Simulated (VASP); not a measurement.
# MnO (P6_3mc) in VASP: notebook

MnO is run at these levels: PBE+U; tasks: single point.

Program: VASP 6.6.1. These are calculated values, not measurements. Logs are shortened: lines on timing, memory, paths and dates and some standing lists are left out, and cuts for length are marked.

## (1) The cell of the first run

It takes space group P6_3mc (No. 186, hexagonal). The conventional cell has a = 3.372 Å, b = 3.372 Å, c = 5.385 Å, α = 90.00°, β = 90.00°, γ = 120.00°. Mn (site symmetry 3m) has 4 O at 1.96 to 2.08 Å within 2.6 Å. O (site symmetry 3m) has 4 Mn at 1.96 to 2.08 Å within 2.6 Å.

## (2) Single point, PBE+U, collinear spin, ferromagnetic start

Input file INCAR:

```
SYSTEM = MnO
PREC     = Accurate       ! precision mode
ENCUT    = 520            ! plane-wave cutoff, eV
EDIFF    = 1E-6           ! SCF threshold, eV
ISMEAR   = 0              ! smearing method
SIGMA    = 0.05           ! smearing width, eV
LREAL    = .False.        ! projectors in reciprocal space
LASPH    = .True.         ! aspherical terms in the spheres
NELM     = 150            ! most SCF steps
ALGO     = Normal         ! electronic algorithm
ISIF     = 2              ! what is computed and relaxed
LWAVE    = .False.        ! write WAVECAR
LCHARG   = .False.        ! write CHGCAR
ISPIN    = 2              ! spin polarisation
MAGMOM   = 5 5 0 0        ! initial moments
LORBIT   = 11             ! projections on sites
LMAXMIX  = 4              ! l up to which the mixer works
LDAU     = .True.         ! DFT+U
LDAUTYPE = 2            
LDAUL    = 2 -1           ! shell
LDAUU    = 3.9 0          ! U, eV
LDAUJ    = 0 0          
LDAUPRINT= 1            
GGA      = PE             ! functional
NBANDS   = 31             ! bands
```

Input file KPOINTS:

```
regular mesh
0
Gamma
  5 5 3
  0 0 0
```

Input file POSCAR:

```
MnO
1.0
    3.3717001892      0.0000000000      0.0000000000
   -1.6858500947      2.9199780177      0.0000000000
    0.0000000000      0.0000000000      5.3854988179
Mn O
2 2
Direct
    0.3333333333      0.6666666667      0.0109600000
    0.6666666667      0.3333333333      0.5109600000
    0.3333333333      0.6666666667      0.3754700000
    0.6666666667      0.3333333333      0.8754700000
```

Potentials or basis: VASP PAW PBE potentials, release 64 (Mn_pv, O).

On the command line:

```
$ cat potpaw_PBE.64/Mn_pv/POTCAR potpaw_PBE.64/O/POTCAR > POTCAR
$ mpirun -np 1 vasp_std > vasp.out
```

OUTCAR:

```text
SYSTEM = MnO
   PREC = Accurate
   ENCUT = 520
   EDIFF = 1E-6
   ISMEAR = 0
   LREAL = .False.
   LASPH = .True.
   NELM = 150
   ISIF = 2
   ISPIN = 2
   LORBIT = 11
   GGA = PE

 ion  position               nearest neighbor table
   1  0.333  0.667  0.011-   3 1.96   4 2.08   4 2.08   4 2.08
   2  0.667  0.333  0.511-   4 1.96   3 2.08   3 2.08   3 2.08
   3  0.333  0.667  0.375-   1 1.96   2 2.08   2 2.08   2 2.08
   4  0.667  0.333  0.875-   2 1.96   1 2.08   1 2.08   1 2.08

  LATTYP: Found a hexagonal cell.
 ALAT       =     3.3717001892
 C/A-ratio  =     1.5972650342

  Lattice vectors:

 A1 = (   3.3717001892,   0.0000000000,   0.0000000000)
 A2 = (  -1.6858500947,   2.9199780177,   0.0000000000)
 A3 = (   0.0000000000,   0.0000000000,   5.3854988179)

Analysis of symmetry for initial positions (statically):
=====================================================================
 Subroutine PRICEL returns:
 Original cell was already a primitive cell.

 Routine SETGRP: Setting up the symmetry group for a
 hexagonal supercell.

 Subroutine GETGRP returns: Found 12 space group operations
 (whereof  6 operations were pure point group operations)
 out of a pool of 24 trial point group operations.

The static configuration has the point symmetry C_3v.
 The point group associated with its full space group is C_6v.

Analysis of symmetry for dynamics (positions and initial velocities):
=====================================================================
 Subroutine PRICEL returns:
 Original cell was already a primitive cell.

 Routine SETGRP: Setting up the symmetry group for a
 hexagonal supercell.

 Subroutine GETGRP returns: Found 12 space group operations
 (whereof  6 operations were pure point group operations)
 out of a pool of 24 trial point group operations.

The dynamic configuration has the point symmetry C_3v.
 The point group associated with its full space group is C_6v.

Analysis of structural, dynamic, and magnetic symmetry:
=====================================================================
 Subroutine PRICEL returns:
 Original cell was already a primitive cell.

 Routine SETGRP: Setting up the symmetry group for a
 hexagonal supercell.

 Subroutine GETGRP returns: Found 12 space group operations
 (whereof  6 operations were pure point group operations)
 out of a pool of 24 trial point group operations.

The overall configuration has the point symmetry C_3v.
 The point group associated with its full space group is C_6v.

 Subroutine INISYM returns: Found 12 space group operations
 (whereof  6 operations are pure point group operations),
 and found     1 'primitive' translations

----------------------------------------------------------------------------------------

                                     Primitive cell

  volume of cell :      53.0218

  direct lattice vectors                    reciprocal lattice vectors
     3.371700189  0.000000000  0.000000000     0.296586275  0.171234166  0.000000000
    -1.685850095  2.919978018  0.000000000     0.000000000  0.342468332  0.000000000
     0.000000000  0.000000000  5.385498818     0.000000000  0.000000000  0.185683821

  length of vectors
     3.371700189  3.371700189  5.385498818     0.342468332  0.342468332  0.185683821

  position of ions in fractional coordinates (direct lattice)
     0.333333333  0.666666667  0.010960000
     0.666666667  0.333333333  0.510960000
     0.333333333  0.666666667  0.375470000
     0.666666667  0.333333333  0.875470000

  ion indices of the primitive-cell ions
   primitive index   ion index
                 1           1
                 2           2
                 3           3
                 4           4

----------------------------------------------------------------------------------------

 KPOINTS: regular mesh
[... 94 lines left out ...]
   NGX = 13   NGY = 13   NGZ = 21

 number of electron      38.0000000 magnetization      10.0000053

atom =   1  type =  1  l = 2

 onsite density matrix

spin component  1

  0.9475  0.0000  0.0000  0.0028  0.0000
  0.0000  0.9497 -0.0000 -0.0000  0.0028
  0.0000 -0.0000  0.9466  0.0000 -0.0000
  0.0028 -0.0000  0.0000  0.9497 -0.0000
  0.0000  0.0028 -0.0000 -0.0000  0.9475

spin component  2

  0.0442  0.0000  0.0000  0.0180  0.0000
  0.0000  0.0387 -0.0000 -0.0000  0.0180
  0.0000 -0.0000  0.0746  0.0000 -0.0000
  0.0180 -0.0000  0.0000  0.0387 -0.0000
  0.0000  0.0180 -0.0000 -0.0000  0.0442

 occupancies and eigenvectors

  o =  0.0232  v =  0.0000  0.0000  0.0000  0.0000  0.0000  0.2616 -0.6950  0.0000 -0.3049  0.5963      0.0000  0.0000  0.0000  0.0000  0.0000  0.0000  0.0000  0.0000  0.0000  0.0000
  o =  0.0232  v =  0.0000  0.0000  0.0000  0.0000  0.0000  0.5963  0.3049 -0.0000 -0.6950 -0.2616      0.0000  0.0000  0.0000  0.0000  0.0000  0.0000  0.0000  0.0000  0.0000  0.0000
  o =  0.0597  v =  0.0000  0.0000  0.0000  0.0000  0.0000 -0.3049 -0.5963 -0.0000 -0.2616 -0.6950      0.0000  0.0000  0.0000  0.0000  0.0000  0.0000  0.0000  0.0000  0.0000  0.0000
  o =  0.0597  v =  0.0000  0.0000  0.0000  0.0000  0.0000 -0.6950  0.2616  0.0000 -0.5963  0.3049      0.0000  0.0000  0.0000  0.0000  0.0000  0.0000  0.0000  0.0000  0.0000  0.0000
  o =  0.0746  v =  0.0000  0.0000  0.0000  0.0000  0.0000  0.0000 -0.0000  1.0000  0.0000 -0.0000      0.0000  0.0000  0.0000  0.0000  0.0000  0.0000  0.0000  0.0000  0.0000  0.0000
  o =  0.9455  v =  0.3328 -0.5131  0.0000 -0.2252  0.7585  0.0000  0.0000  0.0000  0.0000  0.0000      0.0000  0.0000  0.0000  0.0000  0.0000  0.0000  0.0000  0.0000  0.0000  0.0000
  o =  0.9455  v = -0.7585 -0.2252  0.0000  0.5131  0.3328  0.0000  0.0000  0.0000  0.0000  0.0000      0.0000  0.0000  0.0000  0.0000  0.0000  0.0000  0.0000  0.0000  0.0000  0.0000
  o =  0.9466  v =  0.0000  0.0000  1.0000 -0.0000 -0.0000  0.0000  0.0000  0.0000  0.0000  0.0000      0.0000  0.0000  0.0000  0.0000  0.0000  0.0000  0.0000  0.0000  0.0000  0.0000
  o =  0.9516  v =  0.2252  0.7584 -0.0000  0.3328  0.5131  0.0000  0.0000  0.0000  0.0000  0.0000      0.0000  0.0000  0.0000  0.0000  0.0000  0.0000  0.0000  0.0000  0.0000  0.0000
  o =  0.9516  v = -0.5131  0.3328 -0.0000 -0.7584  0.2252  0.0000  0.0000  0.0000  0.0000  0.0000      0.0000  0.0000  0.0000  0.0000  0.0000  0.0000  0.0000  0.0000  0.0000  0.0000

atom =   2  type =  1  l = 2

 onsite density matrix

spin component  1

  0.9475 -0.0000  0.0000 -0.0028  0.0000
 -0.0000  0.9497  0.0000 -0.0000 -0.0028
  0.0000  0.0000  0.9466 -0.0000 -0.0000
 -0.0028 -0.0000 -0.0000  0.9497  0.0000
  0.0000 -0.0028 -0.0000  0.0000  0.9475

spin component  2

  0.0442 -0.0000  0.0000 -0.0180  0.0000
 -0.0000  0.0387  0.0000 -0.0000 -0.0180
  0.0000  0.0000  0.0746 -0.0000 -0.0000
 -0.0180 -0.0000 -0.0000  0.0387  0.0000
  0.0000 -0.0180 -0.0000  0.0000  0.0442

 occupancies and eigenvectors

  o =  0.0232  v =  0.0000  0.0000  0.0000  0.0000  0.0000  0.2615  0.6951  0.0000  0.3049  0.5963      0.0000  0.0000  0.0000  0.0000  0.0000  0.0000  0.0000  0.0000  0.0000  0.0000
  o =  0.0232  v =  0.0000  0.0000  0.0000  0.0000  0.0000  0.5963 -0.3049 -0.0000  0.6951 -0.2615      0.0000  0.0000  0.0000  0.0000  0.0000  0.0000  0.0000  0.0000  0.0000  0.0000
  o =  0.0597  v =  0.0000  0.0000  0.0000  0.0000  0.0000 -0.3049  0.5963 -0.0000  0.2615 -0.6951      0.0000  0.0000  0.0000  0.0000  0.0000  0.0000  0.0000  0.0000  0.0000  0.0000
  o =  0.0597  v =  0.0000  0.0000  0.0000  0.0000  0.0000 -0.6951 -0.2615  0.0000  0.5963  0.3049      0.0000  0.0000  0.0000  0.0000  0.0000  0.0000  0.0000  0.0000  0.0000  0.0000
  o =  0.0746  v =  0.0000  0.0000  0.0000  0.0000  0.0000  0.0000  0.0000  1.0000 -0.0000 -0.0000      0.0000  0.0000  0.0000  0.0000  0.0000  0.0000  0.0000  0.0000  0.0000  0.0000
  o =  0.9455  v =  0.3328  0.5131  0.0000  0.2252  0.7584  0.0000  0.0000  0.0000  0.0000  0.0000      0.0000  0.0000  0.0000  0.0000  0.0000  0.0000  0.0000  0.0000  0.0000  0.0000
  o =  0.9455  v = -0.7584  0.2252  0.0000 -0.5131  0.3328  0.0000  0.0000  0.0000  0.0000  0.0000      0.0000  0.0000  0.0000  0.0000  0.0000  0.0000  0.0000  0.0000  0.0000  0.0000
  o =  0.9466  v =  0.0000 -0.0000  1.0000  0.0000 -0.0000  0.0000  0.0000  0.0000  0.0000  0.0000      0.0000  0.0000  0.0000  0.0000  0.0000  0.0000  0.0000  0.0000  0.0000  0.0000
  o =  0.9516  v =  0.2252 -0.7584 -0.0000 -0.3328  0.5131  0.0000  0.0000  0.0000  0.0000  0.0000      0.0000  0.0000  0.0000  0.0000  0.0000  0.0000  0.0000  0.0000  0.0000  0.0000
  o =  0.9516  v = -0.5131 -0.3328 -0.0000  0.7584  0.2252  0.0000  0.0000  0.0000  0.0000  0.0000      0.0000  0.0000  0.0000  0.0000  0.0000  0.0000  0.0000  0.0000  0.0000  0.0000

 number of electron      38.0000000 magnetization       9.9999968

 Free energy of the ion-electron system (eV)
  ---------------------------------------------------
  ext. energy  EPLUGINS =         0.00000000
  ---------------------------------------------------
  free energy    TOTEN  =       -30.64591771 eV

  energy without entropy =      -30.64582413  energy(sigma->0) =      -30.64587092

 E-fermi :   5.2216     XC(G=0): -10.5342

 val. band max:        5.1503855785   @ k =   0.0000   0.0000   0.0000
 cond. band min:       5.2818259304   @ k =   0.0000   0.0000   0.0000
 fundamental gap:      0.1314403519
 Fermi energy:         5.2215537931

 spin component 1

 k-point     1 :       0.0000    0.0000    0.0000
  band No.  band energies     occupation
      1     -44.6059      1.00000
      2     -44.6059      1.00000
      3     -44.6035      1.00000
      4     -44.6000      1.00000
      5     -44.6000      1.00000
      6     -44.5663      1.00000
[... 329 lines left out ...]
     30      14.8448      0.00000
     31      16.9953      0.00000
 Fermi energy:         5.2215537931

 spin component 2

 k-point     1 :       0.0000    0.0000    0.0000
  band No.  band energies     occupation
      1     -39.7312      1.00000
      2     -39.7121      1.00000
      3     -39.7121      1.00000
      4     -39.7043      1.00000
      5     -39.7043      1.00000
      6     -39.6800      1.00000
[... 329 lines left out ...]
     30      16.9044      0.00000
     31      18.4374      0.00000

------------------------ aborting loop because EDIFF is reached ----------------------------------------

  FORCE on cell =-STRESS in cart. coord.  units (eV):
  Direction    XX          YY          ZZ          XY          YZ          ZX
  --------------------------------------------------------------------------------------
  -------------------------------------------------------------------------------------
  Total        2.4724824      2.4724824      5.7665487     -0.0000000      0.0000000      0.0000000
  in kB       74.7118208     74.7118208    174.2497173     -0.0000000      0.0000000      0.0000000
  external PRESSURE =     107.8911196 kB  Pullay stress =       0.0000000 kB

 VOLUME and BASIS-vectors are now :
 -----------------------------------------------------------------------------
  energy-cutoff  :      520.00
  volume of cell :       53.02
      direct lattice vectors                 reciprocal lattice vectors
     3.371700189  0.000000000  0.000000000     0.296586275  0.171234166  0.000000000
    -1.685850095  2.919978018  0.000000000     0.000000000  0.342468332  0.000000000
     0.000000000  0.000000000  5.385498818     0.000000000  0.000000000  0.185683821

 POSITION                                       TOTAL-FORCE (eV/Angst)
 -----------------------------------------------------------------------------------
     -0.00000      1.94665      0.05903        -0.000000      0.000000     -0.887461
      1.68585      0.97333      2.75177        -0.000000     -0.000000     -0.887461
     -0.00000      1.94665      2.02209        -0.000000      0.000000      0.887461
      1.68585      0.97333      4.71484         0.000000      0.000000      0.887461
 -----------------------------------------------------------------------------------
    total drift:                               -0.000000     -0.000000      0.001582

  FREE ENERGIE OF THE ION-ELECTRON SYSTEM (eV)
  ---------------------------------------------------
  free  energy   TOTEN  =       -30.6459177086 eV

  energy  without entropy=      -30.6458241329  energy(sigma->0) =      -30.64587092

 total charge

# of ion       s       p       d       tot
------------------------------------------
    1        0.244   6.234   4.960  11.438
    2        0.244   6.234   4.960  11.438
    3        1.553   3.487   0.000   5.040
    4        1.553   3.487   0.000   5.040
--------------------------------------------------
tot          3.594  19.442   9.920  32.956

 magnetization (x)

# of ion       s       p       d       tot
------------------------------------------
    1        0.036   0.057   4.491   4.584
    2        0.036   0.057   4.491   4.584
    3        0.014   0.103   0.000   0.116
    4        0.014   0.103   0.000   0.116
--------------------------------------------------
tot          0.100   0.319   8.982   9.401
```

Run time: 50 s. Hardware: 1 thread of AMD EPYC 7R43 (Zen 3), shared host; peak memory 0.17 GiB.

Results:

- Free energy: -30.6459 eV
- Pressure: 10.8 GPa
- Largest force: 0.887 eV/Å
- Band gap on the k mesh: 0.13 eV
- Net moment: 10.00 μB per cell
- Site moments: Mn +4.58; O +0.12 μB
- Valence electrons inside the program's atomic spheres: Mn 11.44; O 5.04

Forces on the atoms (eV/Å):
```
Mn   0.000  0.000 -0.887
Mn   0.000  0.000 -0.887
O    0.000  0.000  0.887
O    0.000  0.000  0.887
```

Stress tensor (GPa, compression positive):
```
 7.47  0.00  0.00
 0.00  7.47  0.00
 0.00  0.00 17.42
```

Levels at points of the mesh, in eV from the valence-band top:
Spin up:
| k point | band 22 | band 23 | band 24 | band 25 | band 26 | band 27 |
| --- | --- | --- | --- | --- | --- | --- |
| (0.00, 0.00, 0.00) | -0.62 | 0.00 | 0.00 | 0.13 | 4.56 | 6.38 |
Spin down:
| k point | band 12 | band 13 | band 14 | band 15 | band 16 | band 17 |
| --- | --- | --- | --- | --- | --- | --- |
| (0.00, 0.00, 0.00) | -3.76 | -3.64 | -3.64 | 0.66 | 3.18 | 3.47 |

Eigenvalues of the final occupation matrices:
| site | spin | trace | eigenvalues |
| --- | --- | --- | --- |
| site 1 d | 1 | 4.74 | 0.95 0.95 0.95 0.95 0.95 |
| site 1 d | 2 | 0.24 | 0.02 0.02 0.06 0.06 0.07 |
| site 2 d | 1 | 4.74 | 0.95 0.95 0.95 0.95 0.95 |
| site 2 d | 2 | 0.24 | 0.02 0.02 0.06 0.06 0.07 |

Caveat: the k points lie up to 0.43 Å⁻¹ apart; the run started ferromagnetic, and an antiferromagnetic order may lie lower in energy. The state reached can hang on the start; a lower one may exist.

[end of part 1 of 2]

The gap in the log of VASP goes by the Fermi energy; the results here count the filled bands.